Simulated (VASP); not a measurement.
# Li3Au5 (Im-3m) in VASP: further runs, part 2 of 2

VASP 6.6.1.

## 4. Single point, PBE

This run uses another cell than the first one, of 16.37 Å³/atom.

File INCAR:

```
PREC     = Accurate       # precision mode
ENCUT    = 520            # plane-wave cutoff, eV
EDIFF    = 1E-6           # SCF threshold, eV
ISMEAR   = 0              # smearing method
SIGMA    = 0.1            # smearing width, eV
LREAL    = False          # projectors in reciprocal space
LASPH    = True           # aspherical terms in the spheres
NELM     = 60             # most SCF steps
ALGO     = Fast           # electronic algorithm
ISIF     = 2              # what is computed and relaxed
LWAVE    = False          # write WAVECAR
LCHARG   = False          # write CHGCAR
GGA      = PE             # functional
NBANDS   = 42             # bands
```

File KPOINTS:

```
regular mesh
0
Gamma
  8 8 8
```

File POSCAR:

```
Li3Au5
1.0
   -3.1990666238      3.1990666238      3.1990666238
    3.1990666238     -3.1990666238      3.1990666238
    3.1990666238      3.1990666238     -3.1990666238
Li Au
3 5
Direct
    0.0000000000      0.5000000000      0.5000000000
    0.5000000000      0.0000000000      0.5000000000
    0.5000000000      0.5000000000      0.0000000000
    0.5000000000      0.5000000000      0.5000000000
    0.0000000000      0.0000000000      0.5000000000
    0.0000000000      0.5000000000      0.0000000000
    0.5000000000      0.0000000000      0.0000000000
    0.0000000000      0.0000000000      0.0000000000
```

Potentials or basis: VASP PAW PBE potentials, release 64 (Li_sv, Au).

Command:

```bash
> cat potpaw_PBE.64/Li_sv/POTCAR potpaw_PBE.64/Au/POTCAR > POTCAR
> mpirun -np 1 vasp_std > vasp.out
```

OUTCAR:

```text
PREC = Accurate
   ENCUT = 520
   EDIFF = 1E-6
   ISMEAR = 0
   LREAL = False
   LASPH = True
   NELM = 60
   ISIF = 2
   GGA = PE

 ion  position               nearest neighbor table
   1  0.000  0.500  0.500-   4 2.77   5 2.77   6 2.77   7 2.77   6 2.77   5 2.77   4 2.77   7 2.77

   2  0.500  0.000  0.500-   4 2.77   5 2.77   6 2.77   7 2.77   7 2.77   4 2.77   5 2.77   6 2.77

[... 1304 lines left out ...]
  Total       -0.1389976     -0.1389976     -0.1389976     -0.0000000     -0.0000000      0.0000000
  in kB       -1.7005451     -1.7005451     -1.7005451     -0.0000000     -0.0000000      0.0000000
  external PRESSURE =      -1.7005451 kB  Pullay stress =       0.0000000 kB

 VOLUME and BASIS-vectors are now :
 -----------------------------------------------------------------------------
  energy-cutoff  :      520.00
  volume of cell :      130.96
      direct lattice vectors                 reciprocal lattice vectors
    -3.199066624  3.199066624  3.199066624     0.000000000  0.156295588  0.156295588
     3.199066624 -3.199066624  3.199066624     0.156295588  0.000000000  0.156295588
     3.199066624  3.199066624 -3.199066624     0.156295588  0.156295588  0.000000000

 POSITION                                       TOTAL-FORCE (eV/Angst)
 -----------------------------------------------------------------------------------
      3.19907      0.00000      0.00000         0.000000      0.000000      0.000000
      0.00000      3.19907      0.00000        -0.000000     -0.000000      0.000000
      0.00000      0.00000      3.19907        -0.000000     -0.000000      0.000000
      1.59953      1.59953      1.59953        -0.000000      0.000000     -0.000000
      1.59953      1.59953     -1.59953         0.000000      0.000000     -0.000000
      1.59953     -1.59953      1.59953        -0.000000     -0.000000     -0.000000
     -1.59953      1.59953      1.59953         0.000000     -0.000000      0.000000
      0.00000      0.00000      0.00000        -0.000000      0.000000     -0.000000
 -----------------------------------------------------------------------------------
    total drift:                               -0.000000     -0.000000      0.000000

  FREE ENERGIE OF THE ION-ELECTRON SYSTEM (eV)
  ---------------------------------------------------
  free  energy   TOTEN  =       -25.3643201451 eV

  energy  without entropy=      -25.3556693870  energy(sigma->0) =      -25.35999477
```

stdout:

```text
POSCAR found type information on POSCAR LiAu
 POSCAR found :  2 types and       8 ions
 scaLAPACK will be used
 LDA part: xc-table for (Slater+PW92), standard interpolation
 POSCAR, INCAR and KPOINTS ok, starting setup
 FFT: planning ... GRIDC
 FFT: planning ... GRID_SOFT
 FFT: planning ... GRID
 WAVECAR not read
 entering main loop
```

Wall time 3.1 min (1 thread of Intel Xeon 6975P-C (Granite Rapids), shared host); peak memory 0.32 GiB.

What came out:

* Free energy: -25.3643 eV
* Band gap on the k mesh: zero (bands 32 and 33 overlap by 1.05 eV)

Levels at points of the mesh, in eV from the Fermi level:
```
           k point  band 29  band 30  band 31  band 32  band 33  band 34  band 35  band 36
(0.00, 0.00, 0.00)    -1.81    -0.12    -0.12    -0.12     0.01     0.01     0.01     2.02
(0.50, 0.00, 0.00)    -2.80    -2.08    -0.98     0.31     0.57     0.97     3.19     3.49
(0.50, 0.50, 0.50)    -2.37    -1.50    -1.50    -1.50    -0.73    -0.73     4.07     4.92
```

Caveat: the cutoff is under 1.25 times the usual one of these potentials, so pressure, stress and relaxed cells hold a basis-set (Pulay) error; spin-orbit coupling is left out, which moves the levels of the heavy elements.

## 5. Relaxation of cell and atoms, PBE

This run uses another cell than the first one, of 17.27 Å³/atom.

File INCAR:

```
SYSTEM = Li3Au5
PREC = Accurate
ENCUT = 600
EDIFF = 1E-6
ISMEAR = 0
SIGMA = 0.1
LREAL = .FALSE.
LASPH = .TRUE.
NELM = 100
ALGO = Normal
ISIF = 3
LWAVE = .FALSE.
LCHARG = .FALSE.
GGA = PE
IBRION = 2
NSW = 90
EDIFFG = -0.04
```

File KPOINTS:

```
Automatic mesh
0
G
  4 4 4
  0 0 0
```

Edit POSCAR of step 4 so:

```diff
@@ -2,5 +2,5 @@
 1.0
-   -3.1990666238      3.1990666238      3.1990666238
-    3.1990666238     -3.1990666238      3.1990666238
-    3.1990666238      3.1990666238     -3.1990666238
+   -3.2567997700      3.2567997700      3.2567997700
+    3.2567997700     -3.2567997700      3.2567997700
+    3.2567997700      3.2567997700     -3.2567997700
 Li Au
```

Command:

```bash
> cat potpaw_PBE.64/Li_sv/POTCAR potpaw_PBE.64/Au/POTCAR > POTCAR
> mpirun -np 1 vasp_std > vasp.out
```

It took 66 s on 1 thread of Intel Xeon 6975P-C (Granite Rapids), shared host; peak memory 0.33 GiB.

It converged, with:

* Free energy: -25.3840 eV
* Relaxed volume: 16.27 Å³/atom
* Relaxed cell: a = 5.530 Å, b = 5.530 Å, c = 5.530 Å, α = 109.47°, β = 109.47°, γ = 109.47°
* Space group after relaxing (to 0.1 Å): Im-3m (No. 229)
* Energy gained by relaxing: 12.3 meV/atom
* Ionic steps: 2
* Pressure after relaxing: 0.1 GPa
* Band gap on the k mesh: zero (bands 32 and 33 overlap by 1.03 eV)

The path:
```
step  energy change (eV)  largest force (eV/Å)  pressure (GPa)  volume (Å³)
   1              0.0000                0.0000           -3.78       138.18
   2             -0.0985                0.0000            0.06       130.19
```

Final structure:
```cif
data_structure
_symmetry_space_group_name_H-M 'P 1'
_symmetry_Int_Tables_number 1
_cell_length_a 5.5301
_cell_length_b 5.5301
_cell_length_c 5.5301
_cell_angle_alpha 109.471
_cell_angle_beta 109.471
_cell_angle_gamma 109.471
_cell_volume 130.19
loop_
_atom_site_label
_atom_site_type_symbol
_atom_site_fract_x
_atom_site_fract_y
_atom_site_fract_z
_atom_site_occupancy
Li1 Li 0.00000 0.50000 0.50000 1
Li2 Li 0.50000 0.00000 0.50000 1
Li3 Li 0.50000 0.50000 0.00000 1
Au1 Au 0.50000 0.50000 0.50000 1
Au2 Au 0.00000 0.00000 0.50000 1
Au3 Au 0.00000 0.50000 0.00000 1
Au4 Au 0.50000 0.00000 0.00000 1
Au5 Au 0.00000 0.00000 0.00000 1
```

Levels at points of the mesh, in eV from the Fermi level:
| k point | band 28 | band 29 | band 30 | band 31 | band 32 | band 33 | band 34 | band 35 | band 36 | band 37 |
| --- | --- | --- | --- | --- | --- | --- | --- | --- | --- | --- |
| (0.00, 0.00, 0.00) | -2.05 | -2.05 | -0.37 | -0.37 | -0.37 | -0.18 | -0.18 | -0.18 | 1.82 | 1.82 |
| (0.50, 0.00, 0.00) | -3.07 | -3.07 | -2.31 | -1.20 | 0.09 | 0.36 | 0.76 | 2.97 | 3.30 | 4.24 |
| (0.50, 0.50, 0.50) | -2.59 | -2.59 | -1.71 | -1.71 | -1.71 | -0.94 | -0.94 | 3.90 | 4.73 | 4.73 |

Caveat: the cutoff is under 1.25 times the usual one of these potentials, so pressure, stress and relaxed cells hold a basis-set (Pulay) error; spin-orbit coupling is left out, which moves the levels of the heavy elements.

## 6. Relaxation of cell and atoms, PBE

File INCAR:

```
  PREC = Accurate
  ENCUT = 600
  EDIFF = 1E-6
  ISMEAR = 0
  SIGMA = 0.1
  LREAL = F
  LASPH = T
  NELM = 100
  ALGO = Fast
  ISIF = 3
  LWAVE = F
  LCHARG = F
  GGA = PE
  IBRION = 2
  NSW = 100
  EDIFFG = -0.01
```

File KPOINTS:

```
Automatic mesh
0
Gamma
  8 8 8
```

Edit POSCAR of step 5 so:

```diff
@@ -2,5 +2,5 @@
 1.0
-   -3.2567997700      3.2567997700      3.2567997700
-    3.2567997700     -3.2567997700      3.2567997700
-    3.2567997700      3.2567997700     -3.2567997700
+   -3.1938385171      3.1938385171      3.1938385171
+    3.1938385171     -3.1938385171      3.1938385171
+    3.1938385171      3.1938385171     -3.1938385171
 Li Au
```

Potentials or basis: VASP PAW PBE potentials, release 64 (Li_sv, Au).

Command:

```bash
> cat potpaw_PBE.64/Li_sv/POTCAR potpaw_PBE.64/Au/POTCAR > POTCAR
> mpirun -np 1 vasp_std > vasp.out
```

Run time: 4.3 min. Hardware: 1 thread of Intel Xeon 6975P-C (Granite Rapids), shared host; peak memory 0.4 GiB.

The run converged. Its results:

```
Free energy                           : -25.3633 eV
Relaxed volume                        : 16.35 Å³/atom
Relaxed cell                          : a = 5.539 Å, b = 5.539 Å, c = 5.539 Å, α = 109.47°, β = 109.47°, γ = 109.47°
Space group after relaxing (to 0.1 Å) : Im-3m (No. 229)
Energy gained by relaxing             : 0.0 meV/atom
Ionic steps                           : 2
Pressure after relaxing               : -0.1 GPa
Band gap on the k mesh                : zero (bands 32 and 33 overlap by 1.05 eV)
```

Step by step:
```
step  energy change (eV)  largest force (eV/Å)  pressure (GPa)  volume (Å³)
   1              0.0000                0.0000            0.25       130.32
   2             -0.0003                0.0000           -0.05       130.79
```

Final structure:
```yaml
crystal:
  lattice:
    - [-3.19774, 3.19774, 3.19774]
    - [3.19774, -3.19774, 3.19774]
    - [3.19774, 3.19774, -3.19774]
  atoms:
    - { symbol: Li, position: [0.00000, 0.50000, 0.50000] }
    - { symbol: Li, position: [0.50000, 0.00000, 0.50000] }
    - { symbol: Li, position: [0.50000, 0.50000, 0.00000] }
    - { symbol: Au, position: [0.50000, 0.50000, 0.50000] }
    - { symbol: Au, position: [0.00000, 0.00000, 0.50000] }
    - { symbol: Au, position: [0.00000, 0.50000, 0.00000] }
    - { symbol: Au, position: [0.50000, 0.00000, 0.00000] }
    - { symbol: Au, position: [0.00000, 0.00000, 0.00000] }
```

Levels at points of the mesh, in eV from the Fermi level:
```
           k point  band 29  band 30  band 31  band 32  band 33  band 34  band 35  band 36
(0.00, 0.00, 0.00)    -1.81    -0.12    -0.12    -0.12     0.01     0.01     0.01     2.03
(0.50, 0.00, 0.00)    -2.80    -2.08    -0.98     0.32     0.57     0.97     3.18     3.49
(0.50, 0.50, 0.50)    -2.37    -1.50    -1.50    -1.50    -0.73    -0.73     4.08     4.93
```

Caveat: the cutoff is under 1.25 times the usual one of these potentials, so pressure, stress and relaxed cells hold a basis-set (Pulay) error; spin-orbit coupling is left out, which moves the levels of the heavy elements.

## 7. Overview

| task | cell | k mesh | cutoff (eV) | gap on the mesh (eV) | pressure (GPa) | relaxed volume (Å³/atom) |
| --- | --- | --- | --- | --- | --- | --- |
| single point | a = 5.532 Å, angles 109.5°, 8 atoms | 4 × 4 × 4 | 520 | none | - | - |
| single point | a = 5.641 Å, angles 109.5°, 8 atoms | 4 × 4 × 4 | 520 | none | - | - |
| single point | a = 5.541 Å, angles 109.5°, 8 atoms | 8 × 8 × 8 | 520 | none | - | - |
| relaxation of cell and atoms | relaxed from a = 5.641 Å, angles 109.5°, 8 atoms | 4 × 4 × 4 | 600 | none | 0.1 | 16.27 |
| relaxation of cell and atoms | relaxed from a = 5.532 Å, angles 109.5°, 8 atoms | 8 × 8 × 8 | 600 | none | -0.1 | 16.35 |

Alike in all rows: level PBE; potentials or basis VASP PAW PBE potentials, release 64 (Li_sv, Au); no spin polarisation; smearing gaussian 0.1 eV.

Caveats: the cutoff is under 1.25 times the usual one of these potentials, so pressure, stress and relaxed cells hold a basis-set (Pulay) error; spin-orbit coupling is left out, which moves the levels of the heavy elements.

Total energies depend on the potentials used, so only differences within one code and one set of settings carry meaning.
